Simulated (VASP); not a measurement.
# VI (Fm-3m) in VASP: further runs

Runs on VI. Level: PBE. Tasks: single point.

All numbers are computed with VASP 6.6.1; they aren't measurements. Logs are shortened: lines on timing, memory, paths and dates and some standing lists are left out, and cuts for length are marked.

## Step 1: The cell of the first run

It takes space group Fm-3m (No. 225, cubic). The conventional cell has a = 6.083 Å, b = 6.083 Å, c = 6.083 Å, α = 90.00°, β = 90.00°, γ = 90.00°. Within 4.0 Å of V (site symmetry m-3m) lie 6 I at 3.04 Å. Within 4.0 Å of I (site symmetry m-3m) lie 6 V at 3.04 Å.

## Step 2: Single point, PBE, collinear spin, ferromagnetic start

The input, INCAR:

```
SYSTEM = VI
PREC = Accurate
ENCUT = 520
EDIFF = 1E-6
ISMEAR = 0
SIGMA = 0.1
LREAL = .FALSE.
LASPH = .TRUE.
NELM = 150
ALGO = Normal
ISIF = 2
LWAVE = .FALSE.
LCHARG = .FALSE.
ISPIN = 2
MAGMOM = 2 0
LORBIT = 11
LMAXMIX = 4
GGA = PE
NBANDS = 21
```

The input, KPOINTS:

```
Automatic mesh
0
G
  6 6 6
  0 0 0
```

The input, POSCAR:

```
VI
1.0
    0.0000000000      3.0413055117      3.0413055117
    3.0413055117      0.0000000000      3.0413055117
    3.0413055117      3.0413055117      0.0000000000
V I
1 1
Direct
    0.0000000000      0.0000000000      0.0000000000
    0.5000000000      0.5000000000      0.5000000000
```

Potentials or basis: VASP PAW PBE potentials, release 64 (V_sv, I).

On the command line:

```sh
$ cat potpaw_PBE.64/V_sv/POTCAR potpaw_PBE.64/I/POTCAR > POTCAR
$ mpirun -np 1 vasp_std > vasp.out
```

OUTCAR:

```text
SYSTEM = VI
   PREC = Accurate
   ENCUT = 520
   EDIFF = 1E-6
   ISMEAR = 0
   LREAL = .FALSE.
   LASPH = .TRUE.
   NELM = 150
   ISIF = 2
   ISPIN = 2
   LORBIT = 11
   GGA = PE

 ion  position               nearest neighbor table
   1  0.000  0.000  0.000-   2 3.04   2 3.04   2 3.04   2 3.04   2 3.04   2 3.04
   2  0.500  0.500  0.500-   1 3.04   1 3.04   1 3.04   1 3.04   1 3.04   1 3.04

  LATTYP: Found a face centered cubic cell.
 ALAT       =     6.0826110234

  Lattice vectors:

 A1 = (   0.0000000000,   3.0413055117,   3.0413055117)
 A2 = (   3.0413055117,   0.0000000000,   3.0413055117)
 A3 = (   3.0413055117,   3.0413055117,   0.0000000000)

Analysis of symmetry for initial positions (statically):
=====================================================================
 Subroutine PRICEL returns:
 Original cell was already a primitive cell.

 Routine SETGRP: Setting up the symmetry group for a
 face centered cubic supercell.

 Subroutine GETGRP returns: Found 48 space group operations
 (whereof 48 operations were pure point group operations)
 out of a pool of 48 trial point group operations.

The static configuration has the point symmetry O_h .

Analysis of symmetry for dynamics (positions and initial velocities):
=====================================================================
 Subroutine PRICEL returns:
 Original cell was already a primitive cell.

 Routine SETGRP: Setting up the symmetry group for a
 face centered cubic supercell.

 Subroutine GETGRP returns: Found 48 space group operations
 (whereof 48 operations were pure point group operations)
 out of a pool of 48 trial point group operations.

The dynamic configuration has the point symmetry O_h .

Analysis of structural, dynamic, and magnetic symmetry:
=====================================================================
 Subroutine PRICEL returns:
 Original cell was already a primitive cell.

 Routine SETGRP: Setting up the symmetry group for a
 face centered cubic supercell.

 Subroutine GETGRP returns: Found 48 space group operations
 (whereof 48 operations were pure point group operations)
 out of a pool of 48 trial point group operations.

The overall configuration has the point symmetry O_h .

 Subroutine INISYM returns: Found 48 space group operations
 (whereof 48 operations are pure point group operations),
 and found     1 'primitive' translations

----------------------------------------------------------------------------------------

                                     Primitive cell

  volume of cell :      56.2613

  direct lattice vectors                    reciprocal lattice vectors
     0.000000000  3.041305512  3.041305512    -0.164403082  0.164403082  0.164403082
     3.041305512  0.000000000  3.041305512     0.164403082 -0.164403082  0.164403082
     3.041305512  3.041305512  0.000000000     0.164403082  0.164403082 -0.164403082

  length of vectors
     4.301055502  4.301055502  4.301055502     0.284754491  0.284754491  0.284754491

  position of ions in fractional coordinates (direct lattice)
     0.000000000  0.000000000  0.000000000
     0.500000000  0.500000000  0.500000000

  ion indices of the primitive-cell ions
   primitive index   ion index
                 1           1
                 2           2

----------------------------------------------------------------------------------------

 KPOINTS: Automatic mesh

Automatic generation of k-mesh.
 Grid dimensions read from file:
 generate k-points for:    6    6    6

 Generating k-lattice:

  Cartesian coordinates                     Fractional coordinates (reciprocal lattice)
    -0.027400514  0.027400514  0.027400514     0.166666667  0.000000000  0.000000000
     0.027400514 -0.027400514  0.027400514     0.000000000  0.166666667  0.000000000
     0.027400514  0.027400514 -0.027400514     0.000000000  0.000000000  0.166666667

  Length of vectors
     0.047459082  0.047459082  0.047459082

  Shift w.r.t. Gamma in fractional coordinates (k-lattice)
     0.000000000  0.000000000  0.000000000

 Subroutine IBZKPT returns following result:
 ===========================================

 Found     16 irreducible k-points:

 Following reciprocal coordinates:
            Coordinates               Weight
  0.000000  0.000000  0.000000      1.000000
  0.166667  0.000000  0.000000      8.000000
  0.333333  0.000000  0.000000      8.000000
  0.500000  0.000000  0.000000      4.000000
  0.166667  0.166667  0.000000      6.000000
  0.333333  0.166667  0.000000     24.000000
[... 8 lines left out ...]
 -0.333333  0.333333  0.166667     24.000000
 -0.333333  0.500000  0.166667     12.000000
   k-points           NKPTS =     16   k-points in BZ     NKDIM =     16   number of bands    NBANDS=     21
   number of dos      NEDOS =    301   number of ions     NIONS =      2
   total plane-waves  NPLWV =  32768
   dimension x,y,z NGX =    32 NGY =   32 NGZ =   32
   dimension x,y,z NGXF=    64 NGYF=   64 NGZF=   64
   ions per type =               1   1
   NGX,Y,Z   is equivalent  to a cutoff of  12.37, 12.37, 12.37 a.u.
   NGXF,Y,Z  is equivalent  to a cutoff of  24.74, 24.74, 24.74 a.u.
 SYSTEM =  VI
   PREC   = accura    normal or accurate (medium, high low for compatibility)
   ISTART =      0    job   : 0-new  1-cont  2-samecut
   ICHARG =      2    charge: 1-file 2-atom 10-const
   ISPIN  =      2    spin polarized calculation?
   LNONCOLLINEAR =      F non collinear calculations
   LSORBIT =      F    spin-orbit coupling
   LASPH  =      T    aspherical Exc in radial PAW
   ENCUT  =  520.0 eV  38.22 Ry    6.18 a.u.   8.00  8.00  8.00*2*pi/ulx,y,z
   NELM   =    150;   NELMIN=  2; NELMDL= -5     # of ELM steps
   EDIFF  = 0.1E-05   stopping-criterion for ELM
   LREAL  =      F    real-space projection
   EDIFFG = 0.1E-04   stopping-criterion for IOM
   NSW    =      0    number of steps for IOM
   IBRION =     -1    ionic relax: 0-MD 1-quasi-New 2-CG
   NFREE  =      0    steps in history (QN), initial steepest desc. (CG)
   ISIF   =      2    stress and relaxation
   ISYM   =      2    0-nonsym 1-usesym 2-fastsym
   POTIM  = 0.5000    time-step for ionic-motion
   TEBEG  =    0.0;   TEEND  =   0.0 temperature during run
   PSTRESS=    0.0 pullay stress
   NELECT =      20.0000    total number of electrons
   NUPDOWN=      -1.0000    fix difference up-down
   EMIN   =  10.00;   EMAX   =-10.00  energy-range for DOS
   EFERMI =   0.00;   METHOD = LEGACY
   ISMEAR =     0;   SIGMA  =   0.10  broadening in eV -4-tet -1-fermi 0-gaus
   EFERMI_NEDOS =   21; number of points for ismear=-14 and -15
   IALGO  =     38    algorithm
   IMIX   =      4    mixing-type and parameters
     AMIX     =   0.40;   BMIX     =  1.00
     AMIX_MAG =   1.60;   BMIX_MAG =  1.00
  volume/ion in A,a.u.               =      28.13       189.84
  Fermi-wavevector in a.u.,A,eV,Ry     =   1.159707  2.191528 18.298738  1.344919
  Thomas-Fermi vector in A             =   2.296296
   LORBIT       =     11    0 simple, 1 ext, 2 COOP (PROOUT), +10 PAW based schemes
   GGA     = PE    functional components
   LHFCALC =     F    Hartree Fock is set to
   AEXX    =    0.0000 exact exchange contribution
   IVDW    =     0    specifies the selected vdW correction
   LEPSILON=     F    determine dielectric tensor
   LRPA    =     F    only Hartree local field effects (RPA)
 spin polarized calculation
 Gauss-broadening in eV      SIGMA  =   0.10
  energy-cutoff  :      520.00
  volume of cell :       56.26
 maximum number of plane-waves:      1527
   NGX = 15   NGY = 15   NGZ = 15

 number of electron      20.0000006 magnetization       3.9769179

 Free energy of the ion-electron system (eV)
  ---------------------------------------------------
  ext. energy  EPLUGINS =         0.00000000
  ---------------------------------------------------
  free energy    TOTEN  =        -9.38829797 eV

  energy without entropy =       -9.37741825  energy(sigma->0) =       -9.38285811

 E-fermi :   7.0314     XC(G=0):  -9.4229

 val. band max:        7.0016589353   @ k =  -0.3333   0.1667   0.0000
 cond. band min:       7.0857271525   @ k =   0.5000   0.3333   0.0000
 fundamental gap:      0.0840682171
 Fermi energy:         7.0314116367

 spin component 1

 k-point     1 :       0.0000    0.0000    0.0000
  band No.  band energies     occupation
      1     -57.7187      1.00000
      2     -31.6661      1.00000
      3     -31.6661      1.00000
      4     -31.6661      1.00000
      5      -8.3796      1.00000
      6       3.2673      1.00000
[... 13 lines left out ...]
     20      14.4346      0.00000
     21      14.4346      0.00000

 k-point     2 :       0.1667    0.0000    0.0000
  band No.  band energies     occupation
      1     -57.7187      1.00000
      2     -31.6675      1.00000
      3     -31.6663      1.00000
      4     -31.6663      1.00000
      5      -8.2428      1.00000
      6       2.0011      1.00000
[... 13 lines left out ...]
     20      14.0331      0.00000
     21      16.0653      0.00000

 k-point     3 :       0.3333    0.0000    0.0000
  band No.  band energies     occupation
      1     -57.7185      1.00000
      2     -31.6702      1.00000
      3     -31.6665      1.00000
      4     -31.6665      1.00000
      5      -7.9393      1.00000
      6       0.4521      1.00000
[... 13 lines left out ...]
     20      14.9104      0.00000
     21      19.3623      0.00000
[... 265 lines left out ...]
 k-point    15 :      -0.3333    0.3333    0.1667
  band No.  band energies     occupation
      1     -57.7184      1.00000
      2     -31.6702      1.00000
      3     -31.6688      1.00000
      4     -31.6675      1.00000
      5      -7.6784      1.00000
      6       0.5419      1.00000
[... 13 lines left out ...]
     20      17.5187      0.00000
     21      18.0748      0.00000

 k-point    16 :      -0.3333    0.5000    0.1667
  band No.  band energies     occupation
      1     -57.7184      1.00000
      2     -31.6701      1.00000
      3     -31.6688      1.00000
      4     -31.6681      1.00000
      5      -7.6560      1.00000
      6       0.7681      1.00000
[... 13 lines left out ...]
     20      17.5325      0.00000
     21      18.6583      0.00000
 Fermi energy:         7.0314116367

 spin component 2

 k-point     1 :       0.0000    0.0000    0.0000
  band No.  band energies     occupation
      1     -54.6937      1.00000
      2     -28.6540      1.00000
      3     -28.6540      1.00000
      4     -28.6540      1.00000
      5      -8.2883      1.00000
      6       3.3395      1.00000
[... 13 lines left out ...]
     20      16.1259      0.00000
     21      16.1259      0.00000

 k-point     2 :       0.1667    0.0000    0.0000
  band No.  band energies     occupation
      1     -54.6936      1.00000
      2     -28.6557      1.00000
      3     -28.6541      1.00000
      4     -28.6541      1.00000
      5      -8.1660      1.00000
      6       2.3301      1.00000
[... 13 lines left out ...]
     20      15.2176      0.00000
     21      17.0659      0.00000

 k-point     3 :       0.3333    0.0000    0.0000
  band No.  band energies     occupation
      1     -54.6935      1.00000
      2     -28.6591      1.00000
      3     -28.6544      1.00000
      4     -28.6544      1.00000
      5      -7.8986      1.00000
      6       0.9365      1.00000
[... 13 lines left out ...]
     20      15.6752      0.00000
     21      19.9311      0.00000
[... 265 lines left out ...]
 k-point    15 :      -0.3333    0.3333    0.1667
  band No.  band energies     occupation
      1     -54.6933      1.00000
      2     -28.6591      1.00000
      3     -28.6572      1.00000
      4     -28.6556      1.00000
      5      -7.6681      1.00000
      6       0.9859      1.00000
[... 13 lines left out ...]
     20      18.0787      0.00000
     21      18.9499      0.00000

 k-point    16 :      -0.3333    0.5000    0.1667
  band No.  band energies     occupation
      1     -54.6933      1.00000
      2     -28.6589      1.00000
      3     -28.6572      1.00000
      4     -28.6564      1.00000
      5      -7.6467      1.00000
      6       1.1034      1.00000
[... 13 lines left out ...]
     20      17.5902      0.00000
     21      19.2937      0.00000

------------------------ aborting loop because EDIFF is reached ----------------------------------------

  FORCE on cell =-STRESS in cart. coord.  units (eV):
  Direction    XX          YY          ZZ          XY          YZ          ZX
  --------------------------------------------------------------------------------------
  -------------------------------------------------------------------------------------
  Total       -0.8627200     -0.8627200     -0.8627200     -0.0000000      0.0000000     -0.0000000
  in kB      -24.5680272    -24.5680272    -24.5680272     -0.0000000      0.0000000     -0.0000000
  external PRESSURE =     -24.5680272 kB  Pullay stress =       0.0000000 kB

 VOLUME and BASIS-vectors are now :
 -----------------------------------------------------------------------------
  energy-cutoff  :      520.00
  volume of cell :       56.26
      direct lattice vectors                 reciprocal lattice vectors
     0.000000000  3.041305512  3.041305512    -0.164403082  0.164403082  0.164403082
     3.041305512  0.000000000  3.041305512     0.164403082 -0.164403082  0.164403082
     3.041305512  3.041305512  0.000000000     0.164403082  0.164403082 -0.164403082

 POSITION                                       TOTAL-FORCE (eV/Angst)
 -----------------------------------------------------------------------------------
      0.00000      0.00000      0.00000         0.000000     -0.000000     -0.000000
      3.04131      3.04131      3.04131        -0.000000      0.000000      0.000000
 -----------------------------------------------------------------------------------
    total drift:                                0.000000     -0.000000     -0.000000

  FREE ENERGIE OF THE ION-ELECTRON SYSTEM (eV)
  ---------------------------------------------------
  free  energy   TOTEN  =        -9.3882979724 eV

  energy  without entropy=       -9.3774182505  energy(sigma->0) =       -9.38285811

 total charge

# of ion       s       p       d       tot
------------------------------------------
    1        2.144   6.026   3.249  11.419
    2        1.499   2.735   0.055   4.289
--------------------------------------------------
tot          3.643   8.760   3.304  15.707

 magnetization (x)

# of ion       s       p       d       tot
------------------------------------------
    1        0.076   0.018   3.085   3.180
    2        0.005  -0.080   0.049  -0.025
--------------------------------------------------
tot          0.082  -0.061   3.134   3.154
```

Run time: 42 s. Hardware: 1 thread of Oxide Virtual Turin-like, shared host; peak memory 0.18 GiB.

What came out:

```
Free energy                                           : -9.3883 eV
Pressure                                              : -2.5 GPa
Band gap on the k mesh                                : zero (filled and empty bands overlap)
Net moment                                            : 3.98 μB per cell
Site moments                                          : V +3.18; I -0.03 μB
Valence electrons inside the program's atomic spheres : V 11.42; I 4.29
```

Caveat: spin-orbit coupling is left out, which moves the levels of the heavy elements; semilocal functionals often make such compounds metallic where correlation or magnetic order opens a gap, which also shifts bond lengths.

## Step 3: Single point, PBE, collinear spin, ferromagnetic start

This run uses another cell than the first one, of 26.02 Å³/atom.

The input, INCAR:

```
PREC = Accurate
ENCUT = 520
EDIFF = 1E-6
ISMEAR = 0
SIGMA = 0.1
LREAL = False
LASPH = True
NELM = 150
ALGO = Normal
ISIF = 2
LWAVE = False
LCHARG = False
ISPIN = 2
MAGMOM = 3.65 0
LORBIT = 11
LMAXMIX = 4
GGA = PE
NBANDS = 21
```

The input, KPOINTS:

```
regular mesh
0
Gamma
  16 16 16
```

The input, POSCAR:

```
VI
1.0
    0.0000000000      2.9633556064      2.9633556064
    2.9633556064      0.0000000000      2.9633556064
    2.9633556064      2.9633556064      0.0000000000
V I
1 1
Direct
    0.0000000000      0.0000000000      0.0000000000
    0.5000000000      0.5000000000      0.5000000000
```

Potentials or basis: VASP PAW PBE potentials, release 64 (V_sv, I).

On the command line:

```sh
$ cat potpaw_PBE.64/V_sv/POTCAR potpaw_PBE.64/I/POTCAR > POTCAR
$ mpirun -np 1 vasp_std > vasp.out
```

Wall time 4.2 min (1 thread of Oxide Virtual Turin-like, shared host); peak memory 0.35 GiB.

It converged, with:

| Item | Value |
| --- | --- |
| Free energy | -9.4217 eV |
| Pressure | 0.0 GPa |
| Net moment | 3.91 μB per cell |
| Site moments | V +3.13; I -0.01 μB |
| Valence electrons inside the program's atomic spheres | V 11.45; I 4.31 |

Levels at points of the mesh, in eV from the Fermi level:
Spin up:
```tsv
k point	band 9	band 10	band 11	band 12	band 13	band 14	band 15	band 16
(0.00, 0.00, 0.00)	-1.42	-1.42	-1.42	-1.01	-1.01	-0.36	6.33	6.46
(0.50, 0.00, 0.00)	-0.61	-0.61	-0.54	0.78	1.35	1.35	3.06	3.06
(0.50, 0.50, 0.00)	-2.31	-0.71	-0.62	-0.38	-0.38	0.20	4.34	7.43
```
Spin down:
```
           k point  band 6  band 7  band 8  band 9  band 10  band 11
(0.00, 0.00, 0.00)   -3.71   -3.71   -3.71    0.89     1.02     1.02
(0.50, 0.00, 0.00)   -7.06   -4.63   -4.63    1.60     2.36     2.36
(0.50, 0.50, 0.00)   -6.55   -4.85   -4.85   -0.40     0.88     1.55
```

Caveat: spin-orbit coupling is left out, which moves the levels of the heavy elements; semilocal functionals often make such compounds metallic where correlation or magnetic order opens a gap, which also shifts bond lengths.

The gap in the log of VASP goes by the Fermi energy; the results here count the filled bands.